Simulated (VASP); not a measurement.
# KTaO3 (Pm-3m) in VASP: notebook, part 2 of 2

VASP 6.6.1. The steps go on from the part before.

### Step 5. Relaxation of cell and atoms, PBEsol+D3(BJ)

File INCAR:

```
SYSTEM = KTaO3
ALGO = Normal
EDIFF = 1E-6
EDIFFG = -0.01
ENCUT = 600
GGA = PS
IBRION = 2
ISIF = 3
ISMEAR = -1
IVDW = 12
LASPH = .TRUE.
LCHARG = .FALSE.
LREAL = .FALSE.
LWAVE = .FALSE.
NELM = 100
NSW = 60
PREC = Accurate
SIGMA = 0.05
```

File KPOINTS:

```
k-points
0
G
  7 7 7
  0 0 0
```

File POSCAR:

```
KTaO3
1.0
    3.9883000000      0.0000000000      0.0000000000
    0.0000000000      3.9883000000      0.0000000000
    0.0000000000      0.0000000000      3.9883000000
Ta K O
1 1 3
Direct
    0.0000000000      0.0000000000      0.0000000000
    0.5000000000      0.5000000000      0.5000000000
    0.0000000000      0.0000000000      0.5000000000
    0.0000000000      0.5000000000      0.0000000000
    0.5000000000      0.0000000000      0.0000000000
```

Potentials or basis: VASP PAW PBE potentials, release 64 (Ta_pv, K_sv, O).

Launch:

```
cat potpaw_PBE.64/Ta_pv/POTCAR potpaw_PBE.64/K_sv/POTCAR potpaw_PBE.64/O/POTCAR > POTCAR
mpirun -np 1 vasp_std > vasp.out
```

OUTCAR:

```text
SYSTEM = KTaO3
   EDIFF = 1E-6
   EDIFFG = -0.01
   ENCUT = 600
   GGA = PS
   IBRION = 2
   ISIF = 3
   ISMEAR = -1
   IVDW = 12
   LASPH = .TRUE.
   LREAL = .FALSE.
   NELM = 100
   NSW = 60
   PREC = Accurate
 IVDW          = 12

 ion  position               nearest neighbor table
   1  0.000  0.000  0.000-   3 1.99   4 1.99   5 1.99   3 1.99   4 1.99   5 1.99   2 3.45   2 3.45
                             2 3.45   2 3.45   2 3.45   2 3.45   2 3.45   2 3.45
   2  0.500  0.500  0.500-   3 2.82   4 2.82   5 2.82   4 2.82   5 2.82   3 2.82   5 2.82   5 2.82
                             3 2.82   4 2.82   4 2.82   3 2.82   1 3.45   1 3.45   1 3.45   1 3.45
   3  0.000  0.000  0.500-   1 1.99   1 1.99   2 2.82   2 2.82   2 2.82   2 2.82
   4  0.000  0.500  0.000-   1 1.99   1 1.99   2 2.82   2 2.82   2 2.82   2 2.82
   5  0.500  0.000  0.000-   1 1.99   1 1.99   2 2.82   2 2.82   2 2.82   2 2.82

  LATTYP: Found a simple cubic cell.
 ALAT       =     3.9883000000

  Lattice vectors:

 A1 = (   3.9883000000,   0.0000000000,   0.0000000000)
 A2 = (   0.0000000000,   3.9883000000,   0.0000000000)
 A3 = (   0.0000000000,   0.0000000000,   3.9883000000)

Analysis of symmetry for initial positions (statically):
=====================================================================
 Subroutine PRICEL returns:
 Original cell was already a primitive cell.

 Routine SETGRP: Setting up the symmetry group for a
 simple cubic supercell.

 Subroutine GETGRP returns: Found 48 space group operations
 (whereof 48 operations were pure point group operations)
 out of a pool of 48 trial point group operations.

The static configuration has the point symmetry O_h .

Analysis of symmetry for dynamics (positions and initial velocities):
=====================================================================
 Subroutine PRICEL returns:
 Original cell was already a primitive cell.

 Routine SETGRP: Setting up the symmetry group for a
 simple cubic supercell.

 Subroutine GETGRP returns: Found 48 space group operations
 (whereof 48 operations were pure point group operations)
 out of a pool of 48 trial point group operations.

The dynamic configuration has the point symmetry O_h .

 Subroutine INISYM returns: Found 48 space group operations
 (whereof 48 operations are pure point group operations),
 and found     1 'primitive' translations

----------------------------------------------------------------------------------------

                                     Primitive cell

  volume of cell :      63.4400

  direct lattice vectors                    reciprocal lattice vectors
     3.988300000  0.000000000  0.000000000     0.250733395  0.000000000  0.000000000
     0.000000000  3.988300000  0.000000000     0.000000000  0.250733395  0.000000000
     0.000000000  0.000000000  3.988300000     0.000000000  0.000000000  0.250733395

  length of vectors
     3.988300000  3.988300000  3.988300000     0.250733395  0.250733395  0.250733395

  position of ions in fractional coordinates (direct lattice)
     0.000000000  0.000000000  0.000000000
     0.500000000  0.500000000  0.500000000
     0.000000000  0.000000000  0.500000000
     0.000000000  0.500000000  0.000000000
     0.500000000  0.000000000  0.000000000

  ion indices of the primitive-cell ions
   primitive index   ion index
                 1           1
                 2           2
                 3           3
                 4           4
                 5           5

----------------------------------------------------------------------------------------

 KPOINTS: k-points

Automatic generation of k-mesh.
 Grid dimensions read from file:
 generate k-points for:    7    7    7

 Generating k-lattice:

  Cartesian coordinates                     Fractional coordinates (reciprocal lattice)
     0.035819056  0.000000000  0.000000000     0.142857143  0.000000000  0.000000000
     0.000000000  0.035819056  0.000000000     0.000000000  0.142857143  0.000000000
     0.000000000  0.000000000  0.035819056     0.000000000  0.000000000  0.142857143

  Length of vectors
     0.035819056  0.035819056  0.035819056

  Shift w.r.t. Gamma in fractional coordinates (k-lattice)
     0.000000000  0.000000000  0.000000000

 Subroutine IBZKPT returns following result:
 ===========================================

 Found     20 irreducible k-points:

 Following reciprocal coordinates:
            Coordinates               Weight
  0.000000  0.000000  0.000000      1.000000
  0.142857  0.000000  0.000000      6.000000
  0.285714  0.000000  0.000000      6.000000
  0.428571  0.000000  0.000000      6.000000
  0.142857  0.142857  0.000000     12.000000
  0.285714  0.142857  0.000000     24.000000
[... 12 lines left out ...]
  0.428571  0.428571  0.285714     24.000000
  0.428571  0.428571  0.428571      8.000000
   k-points           NKPTS =     20   k-points in BZ     NKDIM =     20   number of bands    NBANDS=     23
   number of dos      NEDOS =    301   number of ions     NIONS =      5
   total plane-waves  NPLWV =  32768
   dimension x,y,z NGX =    32 NGY =   32 NGZ =   32
   dimension x,y,z NGXF=    64 NGYF=   64 NGZF=   64
   ions per type =               1   1   3
   NGX,Y,Z   is equivalent  to a cutoff of  13.34, 13.34, 13.34 a.u.
   NGXF,Y,Z  is equivalent  to a cutoff of  26.68, 26.68, 26.68 a.u.
 SYSTEM =  KTaO3
   PREC   = accura    normal or accurate (medium, high low for compatibility)
   ISTART =      0    job   : 0-new  1-cont  2-samecut
   ICHARG =      2    charge: 1-file 2-atom 10-const
   ISPIN  =      1    spin polarized calculation?
   LNONCOLLINEAR =      F non collinear calculations
   LSORBIT =      F    spin-orbit coupling
   LASPH  =      T    aspherical Exc in radial PAW
   ENCUT  =  600.0 eV  44.10 Ry    6.64 a.u.   7.97  7.97  7.97*2*pi/ulx,y,z
   NELM   =    100;   NELMIN=  2; NELMDL= -5     # of ELM steps
   EDIFF  = 0.1E-05   stopping-criterion for ELM
   LREAL  =      F    real-space projection
   EDIFFG = -.1E-01   stopping-criterion for IOM
   NSW    =     60    number of steps for IOM
   IBRION =      2    ionic relax: 0-MD 1-quasi-New 2-CG
   NFREE  =      1    steps in history (QN), initial steepest desc. (CG)
   ISIF   =      3    stress and relaxation
   ISYM   =      2    0-nonsym 1-usesym 2-fastsym
   POTIM  = 0.5000    time-step for ionic-motion
   TEBEG  =    0.0;   TEEND  =   0.0 temperature during run
   PSTRESS=    0.0 pullay stress
   NELECT =      38.0000    total number of electrons
   NUPDOWN=      -1.0000    fix difference up-down
   EMIN   =  10.00;   EMAX   =-10.00  energy-range for DOS
   EFERMI =   0.00;   METHOD = LEGACY
   ISMEAR =    -1;   SIGMA  =   0.05  broadening in eV -4-tet -1-fermi 0-gaus
   EFERMI_NEDOS =   21; number of points for ismear=-14 and -15
   IALGO  =     38    algorithm
   IMIX   =      4    mixing-type and parameters
     AMIX     =   0.40;   BMIX     =  1.00
     AMIX_MAG =   1.60;   BMIX_MAG =  1.00
  volume/ion in A,a.u.               =      12.69        85.62
  Fermi-wavevector in a.u.,A,eV,Ry     =   1.380008  2.607837 25.911228  1.904422
  Thomas-Fermi vector in A             =   2.504925
   LORBIT       =      0    0 simple, 1 ext, 2 COOP (PROOUT), +10 PAW based schemes
   GGA     = PS    functional components
   LHFCALC =     F    Hartree Fock is set to
   AEXX    =    0.0000 exact exchange contribution
   IVDW    =    12    specifies the selected vdW correction
   LEPSILON=     F    determine dielectric tensor
   LRPA    =     F    only Hartree local field effects (RPA)
 conjugate gradient relaxation of ions
 non-spin polarized calculation
  energy-cutoff  :      600.00
  volume of cell :       63.44
 maximum number of plane-waves:      2146
 NGX is ok and might be reduce to    32
   NGX = 15   NGY = 15   NGZ = 15

--------------------------------------- Ionic step        1  -------------------------------------------

 number of electron      37.9999990 magnetization

 Free energy of the ion-electron system (eV)
  ---------------------------------------------------
  ext. energy  EPLUGINS =         0.00000000
  ---------------------------------------------------
  free energy    TOTEN  =       -42.92824474 eV

  energy without entropy =      -42.92824474  energy(sigma->0) =      -42.92824474

------------------------ aborting loop because EDIFF is reached ----------------------------------------

 Edisp (eV)   -1.14686

 E8    (eV) :    -0.7824

  FORCE on cell =-STRESS in cart. coord.  units (eV):
  Direction    XX          YY          ZZ          XY          YZ          ZX
  --------------------------------------------------------------------------------------
  -------------------------------------------------------------------------------------
  Total      -1.13470    -1.13470    -1.13470    -0.00000     0.00000     0.00000
  in kB     -28.65675   -28.65675   -28.65675    -0.00000     0.00000     0.00000
  external pressure =      -28.66 kB  Pullay stress =        0.00 kB
[... 67 lines left out ...]
  energy  without entropy=      -44.0680357220  energy(sigma->0) =      -44.06803572

--------------------------------------- Ionic step        3  -------------------------------------------

 number of electron      37.9999984 magnetization

 Free energy of the ion-electron system (eV)
  ---------------------------------------------------
  ext. energy  EPLUGINS =         0.00000000
  ---------------------------------------------------
  free energy    TOTEN  =       -42.91958521 eV

  energy without entropy =      -42.91958521  energy(sigma->0) =      -42.91958521

 E-fermi :   2.8238     XC(G=0): -11.2130

 val. band max:        1.6965238575   @ k =   0.4286   0.4286   0.4286
 cond. band min:       3.8719054482   @ k =   0.0000   0.0000   0.0000
 fundamental gap:      2.1753815907
 Fermi energy:         2.8238351805

 k-point     1 :       0.0000    0.0000    0.0000
  band No.  band energies     occupation
      1     -32.2440      2.00000
      2     -32.2440      2.00000
      3     -32.2440      2.00000
      4     -25.3493      2.00000
      5     -15.7791      2.00000
      6     -15.0478      2.00000
[... 545 lines left out ...]
  FREE ENERGIE OF THE ION-ELECTRON SYSTEM (eV)
  ---------------------------------------------------
  free  energy   TOTEN  =       -44.0831261491 eV

  energy  without entropy=      -44.0831261490  energy(sigma->0) =      -44.08312615

 reached required accuracy - stopping structural energy minimisation
```

OSZICAR:

```text
N       E                     dE             d eps       ncg     rms          rms(c)
DAV:   1     0.358435789901E+03    0.35844E+03   -0.22965E+04   920   0.185E+03
DAV:   2    -0.294453204535E+02   -0.38788E+03   -0.38211E+03  1117   0.478E+02
DAV:   3    -0.498568929089E+02   -0.20412E+02   -0.20362E+02  1189   0.109E+02
[... 25 lines left out ...]
DAV:   4    -0.429194615336E+02    0.12250E-02   -0.76108E-03  1327   0.586E-01    0.248E-01
DAV:   5    -0.429195808966E+02   -0.11936E-03   -0.59414E-04  1466   0.146E-01    0.606E-02
DAV:   6    -0.429195875793E+02   -0.66827E-05   -0.16442E-04  1339   0.860E-02    0.201E-02
DAV:   7    -0.429195861100E+02    0.14693E-05   -0.10870E-05  1327   0.205E-02    0.551E-03
DAV:   8    -0.429195852125E+02    0.89750E-06   -0.51790E-07   768   0.545E-03
   3 F= -.44083126E+02 E0= -.44083126E+02  d E =-.802496E-02
```

Wall time 34 s (1 thread of AMD EPYC 9R45 (Zen 5), shared host); peak memory 0.19 GiB.

Results:

* Free energy: -44.0831 eV
* Relaxed volume: 12.51 Å³/atom
* Relaxed cell: a = 3.970 Å, b = 3.970 Å, c = 3.970 Å, α = 90.00°, β = 90.00°, γ = 90.00°
* Space group after relaxing (to 0.1 Å): Pm-3m (No. 221)
* Energy gained by relaxing: 1.6 meV/atom
* Ionic steps: 3
* Pressure after relaxing: 0.0 GPa
* Band gap on the k mesh: 2.18 eV (least direct gap 2.73 eV)
* Dispersion energy per atom: -0.233 eV

Step by step:
| step | energy change (eV) | largest force (eV/Å) | pressure (GPa) | volume (Å³) |
| --- | --- | --- | --- | --- |
| 1 | 0.0000 | 0.0000 | -2.87 | 63.44 |
| 2 | 0.0071 | 0.0000 | 4.17 | 61.38 |
| 3 | -0.0080 | 0.0000 | -0.01 | 62.56 |

Final structure:
```cif
data_structure
_symmetry_space_group_name_H-M 'P 1'
_symmetry_Int_Tables_number 1
_cell_length_a 3.9698
_cell_length_b 3.9698
_cell_length_c 3.9698
_cell_angle_alpha 90.000
_cell_angle_beta 90.000
_cell_angle_gamma 90.000
_cell_volume 62.56
loop_
_atom_site_label
_atom_site_type_symbol
_atom_site_fract_x
_atom_site_fract_y
_atom_site_fract_z
_atom_site_occupancy
Ta1 Ta 0.00000 0.00000 0.00000 1
K1 K 0.50000 0.50000 0.50000 1
O1 O 0.00000 0.00000 0.50000 1
O2 O 0.00000 0.50000 0.00000 1
O3 O 0.50000 0.00000 0.00000 1
```

Levels at points of the mesh, in eV from the valence-band top:
```
           k point  band 15  band 16  band 17  band 18  band 19  band 20  band 21  band 22  band 23
(0.00, 0.00, 0.00)    -1.04    -1.04    -0.56    -0.56    -0.56     2.18     2.18     2.18     6.62
```

Caveat: the PAW data sets were made with another functional, which shifts forces and pressure a little; spin-orbit coupling is left out, which moves the levels of the heavy elements; an odd mesh through Γ misses points on the zone boundary, where band edges can lie.

### Step 6. The runs side by side

```csv
task,level,cell,cutoff (eV),gap on the mesh (eV),pressure (GPa)
single point,revPBE,"a = 3.988 Å, 5 atoms",520,2.27,9.3
single point,BLYP,"a = 3.988 Å, 5 atoms",520,2.28,11.6
single point,revPBE,"a = 4.047 Å, 5 atoms",520,2.17,0.5
relaxation of cell and atoms,PBEsol+D3(BJ),"relaxed from a = 3.988 Å, 5 atoms",600,2.18,0.0
```

Alike in all rows: potentials or basis VASP PAW PBE potentials, release 64 (Ta_pv, K_sv, O); no spin polarisation; k mesh 7 × 7 × 7; smearing fermi-dirac 0.05 eV.

Caveats: the PAW data sets were made with another functional, which shifts forces and pressure a little; spin-orbit coupling is left out, which moves the levels of the heavy elements; an odd mesh through Γ misses points on the zone boundary, where band edges can lie; the cell stands under pressure (at least some runs).

Absolute energies hang on the potentials; compare differences alone.
